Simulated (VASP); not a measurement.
# GaN (I-4m2) in VASP: single point with r2SCAN

Aim: the single point of GaN with r2SCAN.

Everything below comes from runs of VASP 6.6.1. Logs are shortened: lines on timing, memory, paths and dates and some standing lists are left out, and cuts for length are marked.

**1. The cell of the first run**

It takes space group I-4m2 (No. 119, tetragonal). The conventional cell has a = 3.228 Å, b = 3.228 Å, c = 4.498 Å, α = 90.00°, β = 90.00°, γ = 90.00°. Within 2.6 Å of Ga (site symmetry -4m2) lie 4 N at 1.97 Å. N (site symmetry -4m2) has 4 Ga at 1.97 Å within 2.6 Å.

**2. Single point, r2SCAN (strain +0.015 along x and y, +0.000 along z)**

The input, POSCAR:

```
GaN
1.0
    0.0000000000      2.2826708204      2.2489367689
    2.2826708204      0.0000000000      2.2489367689
    2.2826708204      2.2826708204      0.0000000000
Ga N
1 1
Direct
    0.0000000000      0.0000000000      0.0000000000
    0.7500000000      0.7500000000      0.7500000000
```

The input, INCAR.step1:

```
  PREC = Accurate
  ENCUT = 1460
  ISMEAR = 0
  SIGMA = 0.05
  LREAL = F
  LASPH = T
  NELM = 120
  NBANDS = 16
  GGA = PE
  ALGO = Normal
  EDIFF = 1E-5
  LWAVE = T
  LCHARG = F
  GGA_COMPAT = F
```

The input, INCAR.step2:

```
  PREC = Accurate
  ENCUT = 1460
  EDIFF = 1E-6
  ISMEAR = 0
  SIGMA = 0.05
  LREAL = F
  LASPH = T
  NELM = 120
  ALGO = Normal
  ISIF = 2
  LWAVE = F
  LCHARG = F
  METAGGA = R2SCAN
  LMIXTAU = T
  NBANDS = 16
  ISTART = 1
  GGA_COMPAT = F
```

The input, KPOINTS:

```
regular mesh
0
Gamma
  10 10 10
```

Potentials or basis: VASP PAW PBE potentials, release 64 (Ga_d, N_h).

Run with:

```console
cat potpaw_PBE.64/Ga_d/POTCAR potpaw_PBE.64/N_h/POTCAR > POTCAR
cp INCAR.step1 INCAR
mpirun -np 1 vasp_std > vasp.out
cp INCAR.step2 INCAR
mpirun -np 1 vasp_std > vasp.out
```

OUTCAR:

```text
PREC = Accurate
   ENCUT = 1460
   EDIFF = 1E-6
   ISMEAR = 0
   LREAL = F
   LASPH = T
   NELM = 120
   ISIF = 2
   METAGGA = R2SCAN
   ISTART = 1

 ion  position               nearest neighbor table
   1  0.000  0.000  0.000-   2 1.97   2 1.97   2 1.97   2 1.97
   2  0.750  0.750  0.750-   1 1.97   1 1.97   1 1.97   1 1.97

  LATTYP: Found a body centered tetragonal cell.
 ALAT       =     3.2281840326
 C/A-ratio  =     1.3933138546

  Lattice vectors:

 A1 = (   0.0000000000,  -2.2826708204,  -2.2489367689)
 A2 = (   0.0000000000,   2.2826708204,  -2.2489367689)
 A3 = (   2.2826708204,   0.0000000000,   2.2489367689)

Analysis of symmetry for initial positions (statically):
=====================================================================
 Subroutine PRICEL returns:
 Original cell was already a primitive cell.

 Routine SETGRP: Setting up the symmetry group for a
 body centered tetragonal supercell.

 Subroutine GETGRP returns: Found  8 space group operations
 (whereof  8 operations were pure point group operations)
 out of a pool of 16 trial point group operations.

The static configuration has the point symmetry D_2d.

Analysis of symmetry for dynamics (positions and initial velocities):
=====================================================================
 Subroutine PRICEL returns:
 Original cell was already a primitive cell.

 Routine SETGRP: Setting up the symmetry group for a
 body centered tetragonal supercell.

 Subroutine GETGRP returns: Found  8 space group operations
 (whereof  8 operations were pure point group operations)
 out of a pool of 16 trial point group operations.

The dynamic configuration has the point symmetry D_2d.

 Subroutine INISYM returns: Found  8 space group operations
 (whereof  8 operations are pure point group operations),
 and found     1 'primitive' translations

----------------------------------------------------------------------------------------

                                     Primitive cell

  volume of cell :      23.4366

  direct lattice vectors                    reciprocal lattice vectors
     0.000000000  2.282670820  2.248936769    -0.219041657  0.219041657  0.222327282
     2.282670820  0.000000000  2.248936769     0.219041657 -0.219041657  0.222327282
     2.282670820  2.282670820  0.000000000     0.219041657  0.219041657 -0.222327282

  length of vectors
     3.204419240  3.204419240  3.228184033     0.381297674  0.381297674  0.381297674

  position of ions in fractional coordinates (direct lattice)
     0.000000000  0.000000000  0.000000000
     0.750000000  0.750000000  0.750000000

  ion indices of the primitive-cell ions
   primitive index   ion index
                 1           1
                 2           2

----------------------------------------------------------------------------------------

 KPOINTS: regular mesh

Automatic generation of k-mesh.
 Grid dimensions read from file:
 generate k-points for:   10   10   10

 Generating k-lattice:

  Cartesian coordinates                     Fractional coordinates (reciprocal lattice)
    -0.021904166  0.021904166  0.022232728     0.100000000  0.000000000  0.000000000
     0.021904166 -0.021904166  0.022232728     0.000000000  0.100000000  0.000000000
     0.021904166  0.021904166 -0.022232728     0.000000000  0.000000000  0.100000000

  Length of vectors
     0.038129767  0.038129767  0.038129767

  Shift w.r.t. Gamma in fractional coordinates (k-lattice)
     0.000000000  0.000000000  0.000000000

 Subroutine IBZKPT returns following result:
 ===========================================

 Found    102 irreducible k-points:

 Following reciprocal coordinates:
            Coordinates               Weight
  0.000000  0.000000  0.000000      1.000000
  0.100000 -0.000000  0.000000      8.000000
  0.200000 -0.000000  0.000000      8.000000
  0.300000  0.000000  0.000000      8.000000
  0.400000  0.000000  0.000000      8.000000
  0.500000 -0.000000  0.000000      4.000000
[... 16 lines left out ...]
  0.300000  0.300000  0.000000      2.000000
  0.400000  0.300000  0.000000      8.000000
 [... further k-points ...]
   k-points           NKPTS =    102   k-points in BZ     NKDIM =    102   number of bands    NBANDS=     16
   number of dos      NEDOS =    301   number of ions     NIONS =      2
   total plane-waves  NPLWV =  64000
   dimension x,y,z NGX =    40 NGY =   40 NGZ =   40
   dimension x,y,z NGXF=    80 NGYF=   80 NGZF=   80
   ions per type =               1   1
   NGX,Y,Z   is equivalent  to a cutoff of  20.75, 20.75, 20.60 a.u.
   NGXF,Y,Z  is equivalent  to a cutoff of  41.50, 41.50, 41.20 a.u.
 SYSTEM =  unknown system
   PREC   = accura    normal or accurate (medium, high low for compatibility)
   ISTART =      1    job   : 0-new  1-cont  2-samecut
   ICHARG =      0    charge: 1-file 2-atom 10-const
   ISPIN  =      1    spin polarized calculation?
   LNONCOLLINEAR =      F non collinear calculations
   LSORBIT =      F    spin-orbit coupling
   LASPH  =      T    aspherical Exc in radial PAW
   ENCUT  = 1460.0 eV 107.31 Ry   10.36 a.u.   9.98  9.98 10.06*2*pi/ulx,y,z
   NELM   =    120;   NELMIN=  2; NELMDL=  0     # of ELM steps
   EDIFF  = 0.1E-05   stopping-criterion for ELM
   LREAL  =      F    real-space projection
   EDIFFG = 0.1E-04   stopping-criterion for IOM
   NSW    =      0    number of steps for IOM
   IBRION =     -1    ionic relax: 0-MD 1-quasi-New 2-CG
   NFREE  =      0    steps in history (QN), initial steepest desc. (CG)
   ISIF   =      2    stress and relaxation
   ISYM   =      2    0-nonsym 1-usesym 2-fastsym
   POTIM  = 0.5000    time-step for ionic-motion
   TEBEG  =    0.0;   TEEND  =   0.0 temperature during run
   PSTRESS=    0.0 pullay stress
   NELECT =      18.0000    total number of electrons
   NUPDOWN=      -1.0000    fix difference up-down
   EMIN   =  10.00;   EMAX   =-10.00  energy-range for DOS
   EFERMI =   0.00;   METHOD = LEGACY
   ISMEAR =     0;   SIGMA  =   0.05  broadening in eV -4-tet -1-fermi 0-gaus
   EFERMI_NEDOS =   21; number of points for ismear=-14 and -15
   IALGO  =     38    algorithm
   IMIX   =      4    mixing-type and parameters
     AMIX     =   0.40;   BMIX     =  1.00
     AMIX_MAG =   1.60;   BMIX_MAG =  1.00
  volume/ion in A,a.u.               =      11.72        79.08
  Fermi-wavevector in a.u.,A,eV,Ry     =   1.499228  2.833130 30.581612  2.247685
  Thomas-Fermi vector in A             =   2.610885
   LORBIT       =      0    0 simple, 1 ext, 2 COOP (PROOUT), +10 PAW based schemes
   METAGGA = R2SCAN    functional components
   LHFCALC =     F    Hartree Fock is set to
   AEXX    =    0.0000 exact exchange contribution
   IVDW    =     0    specifies the selected vdW correction
   LEPSILON=     F    determine dielectric tensor
   LRPA    =     F    only Hartree local field effects (RPA)
 non-spin polarized calculation
 Gauss-broadening in eV      SIGMA  =   0.05
  energy-cutoff  :     1460.00
  volume of cell :       23.44
 maximum number of plane-waves:      2988
   NGX = 19   NGY = 19   NGZ = 21

 number of electron      18.0000001 magnetization

 Free energy of the ion-electron system (eV)
  ---------------------------------------------------
  ext. energy  EPLUGINS =         0.00000000
  ---------------------------------------------------
  free energy    TOTEN  =       -21.89128267 eV

  energy without entropy =      -21.89128267  energy(sigma->0) =      -21.89128267

 E-fermi :   5.3053     XC(G=0): -12.4873

 val. band max:        5.0947310844   @ k =   0.0000   0.0000   0.0000
 cond. band min:       7.0104870887   @ k =   0.0000   0.0000   0.0000
 fundamental gap:      1.9157560043
 Fermi energy:         5.3052988763

 k-point     1 :       0.0000    0.0000    0.0000
  band No.  band energies     occupation
      1     -11.4792      2.00000
      2      -8.7706      2.00000
      3      -8.7706      2.00000
      4      -8.7557      2.00000
      5      -8.4397      2.00000
      6      -8.4397      2.00000
[... 8 lines left out ...]
     15      24.4249      0.00000
     16      24.4249      0.00000

 k-point     2 :       0.1000   -0.0000    0.0000
  band No.  band energies     occupation
      1     -11.3740      2.00000
      2      -8.7573      2.00000
      3      -8.7492      2.00000
      4      -8.7222      2.00000
      5      -8.4411      2.00000
      6      -8.4404      2.00000
[... 8 lines left out ...]
     15      23.1113      0.00000
     16      23.4944      0.00000

 k-point     3 :       0.2000   -0.0000    0.0000
  band No.  band energies     occupation
      1     -11.1074      2.00000
      2      -8.7263      2.00000
      3      -8.7165      2.00000
      4      -8.5589      2.00000
      5      -8.4406      2.00000
      6      -8.4381      2.00000
[... 8 lines left out ...]
     15      22.3163      0.00000
     16      22.5817      0.00000

 k-point     4 :       0.3000    0.0000    0.0000
  band No.  band energies     occupation
      1     -10.8152      2.00000
      2      -8.6976      2.00000
      3      -8.6873      2.00000
      4      -8.4308      2.00000
      5      -8.4245      2.00000
      6      -8.1822      2.00000
[... 8 lines left out ...]
     15      22.9115      0.00000
     16      22.9707      0.00000

 k-point     5 :       0.4000    0.0000    0.0000
  band No.  band energies     occupation
      1     -10.6283      2.00000
      2      -8.6838      2.00000
      3      -8.6731      2.00000
      4      -8.4120      2.00000
      5      -8.4032      2.00000
      6      -7.6314      2.00000
[... 8 lines left out ...]
     15      24.3942      0.00000
     16      24.4268      0.00000

 k-point     6 :       0.5000   -0.0000    0.0000
  band No.  band energies     occupation
      1     -10.5707      2.00000
      2      -8.6808      2.00000
      3      -8.6700      2.00000
      4      -8.4024      2.00000
      5      -8.3926      2.00000
      6      -7.3171      2.00000
[... 8 lines left out ...]
     15      25.4663      0.00000
     16      25.5090      0.00000

 k-point     7 :       0.1000    0.1000    0.0000
  band No.  band energies     occupation
      1     -11.3371      2.00000
      2      -8.7453      2.00000
      3      -8.7453      2.00000
      4      -8.7160      2.00000
      5      -8.4481      2.00000
      6      -8.4322      2.00000
[... 8 lines left out ...]
     15      24.7593      0.00000
     16      25.1646      0.00000

 k-point     8 :       0.2000    0.1000    0.0000
  band No.  band energies     occupation
      1     -11.1242      2.00000
      2      -8.7193      2.00000
      3      -8.7132      2.00000
      4      -8.6096      2.00000
      5      -8.4432      2.00000
      6      -8.4244      2.00000
[... 8 lines left out ...]
     15      24.2323      0.00000
     16      24.2474      0.00000

 k-point     9 :       0.3000    0.1000    0.0000
  band No.  band energies     occupation
      1     -10.8448      2.00000
      2      -8.6913      2.00000
      3      -8.6808      2.00000
      4      -8.4895      2.00000
      5      -8.4115      2.00000
      6      -8.2456      2.00000
[... 8 lines left out ...]
     15      23.4311      0.00000
     16      24.3191      0.00000
[... 172 lines left out ...]
 k-point    19 :       0.5000    0.2000    0.0000
  band No.  band energies     occupation
      1     -10.4930      2.00000
      2      -8.6529      2.00000
      3      -8.6057      2.00000
      4      -8.4850      2.00000
      5      -8.3885      2.00000
      6      -7.1980      2.00000
[... 8 lines left out ...]
     15      26.0772      0.00000
     16      26.4022      0.00000

 k-point    20 :      -0.4000    0.2000    0.0000
  band No.  band energies     occupation
      1     -10.4858      2.00000
      2      -8.6568      2.00000
      3      -8.6117      2.00000
      4      -8.4551      2.00000
      5      -8.4113      2.00000
      6      -7.1022      2.00000
[... 8 lines left out ...]
     15      24.3548      0.00000
     16      26.1116      0.00000

 k-point    21 :      -0.3000    0.2000    0.0000
  band No.  band energies     occupation
      1     -10.5615      2.00000
      2      -8.6590      2.00000
      3      -8.6313      2.00000
      4      -8.4448      2.00000
      5      -8.4423      2.00000
      6      -7.5198      2.00000
[... 8 lines left out ...]
     15      22.9128      0.00000
     16      26.4806      0.00000

 k-point    22 :      -0.2000    0.2000    0.0000
  band No.  band energies     occupation
      1     -10.7280      2.00000
      2      -8.6686      2.00000
      3      -8.6675      2.00000
      4      -8.4571      2.00000
      5      -8.4497      2.00000
      6      -8.0322      2.00000
[... 8 lines left out ...]
     15      23.0078      0.00000
     16      26.4355      0.00000

 k-point    23 :       0.3000    0.3000    0.0000
  band No.  band energies     occupation
      1     -10.6308      2.00000
      2      -8.6027      2.00000
      3      -8.5847      2.00000
      4      -8.5847      2.00000
      5      -8.3883      2.00000
      6      -7.9780      2.00000
[... 8 lines left out ...]
     15      27.4295      0.00000
     16      28.0626      0.00000

 k-point    24 :       0.4000    0.3000    0.0000
  band No.  band energies     occupation
      1     -10.5058      2.00000
      2      -8.6224      2.00000
      3      -8.5500      2.00000
      4      -8.5462      2.00000
      5      -8.3783      2.00000
      6      -7.5606      2.00000
[... 8 lines left out ...]
     15      27.9461      0.00000
     16      27.9676      0.00000

 [... further k-points ...]

------------------------ aborting loop because EDIFF is reached ----------------------------------------

  FORCE on cell =-STRESS in cart. coord.  units (eV):
  Direction    XX          YY          ZZ          XY          YZ          ZX
  --------------------------------------------------------------------------------------
  -------------------------------------------------------------------------------------
  Total       -0.7489141     -0.7489141     -0.4686143      0.0000000      0.0000000      0.0000000
  in kB      -51.1975025    -51.1975025    -32.0355572      0.0000000      0.0000000      0.0000000
  external PRESSURE =     -44.8101874 kB  Pullay stress =       0.0000000 kB

 VOLUME and BASIS-vectors are now :
 -----------------------------------------------------------------------------
  energy-cutoff  :     1460.00
  volume of cell :       23.44
      direct lattice vectors                 reciprocal lattice vectors
     0.000000000  2.282670820  2.248936769    -0.219041657  0.219041657  0.222327282
     2.282670820  0.000000000  2.248936769     0.219041657 -0.219041657  0.222327282
     2.282670820  2.282670820  0.000000000     0.219041657  0.219041657 -0.222327282

 POSITION                                       TOTAL-FORCE (eV/Angst)
 -----------------------------------------------------------------------------------
      0.00000      0.00000      0.00000        -0.000000      0.000000      0.000000
      3.42401      3.42401      3.37341         0.000000     -0.000000     -0.000000
 -----------------------------------------------------------------------------------
    total drift:                                0.000000      0.000000      0.000000

  FREE ENERGIE OF THE ION-ELECTRON SYSTEM (eV)
  ---------------------------------------------------
  free  energy   TOTEN  =       -21.8912826654 eV

  energy  without entropy=      -21.8912826654  energy(sigma->0) =      -21.89128267
```

Wall time 5.9 min (1 thread of Intel Xeon Platinum 8375C at 2.90GHz (Ice Lake), shared host); peak memory 0.4 GiB.

Results:

- Free energy: -21.8913 eV
- Pressure: -4.5 GPa
- Band gap on the k mesh: 1.92 eV

Stress tensor (GPa, compression positive):
```
-5.12  0.00  0.00
 0.00 -5.12  0.00
 0.00  0.00 -3.20
```

Levels at points of the mesh, in eV from the valence-band top:
```tsv
k point	band 6	band 7	band 8	band 9	band 10	band 11	band 12	band 13
(0.00, 0.00, 0.00)	-13.53	-0.07	-0.07	0.00	1.92	10.78	10.82	10.82
(0.50, 0.00, 0.00)	-12.41	-7.04	-1.07	-0.96	4.95	9.27	10.72	10.95
(0.50, 0.50, 0.00)	-11.98	-6.05	-2.82	-2.82	3.65	6.89	12.49	14.58
(0.50, 0.00, 0.50)	-12.05	-6.21	-2.71	-2.70	3.75	7.13	12.28	14.49
```

Caveat: the cell differs from its parent crystal (strain +0.015 along x and y, +0.000 along z); the cell stands under tension; the PAW data sets were made with another functional, which shifts forces and pressure a little.
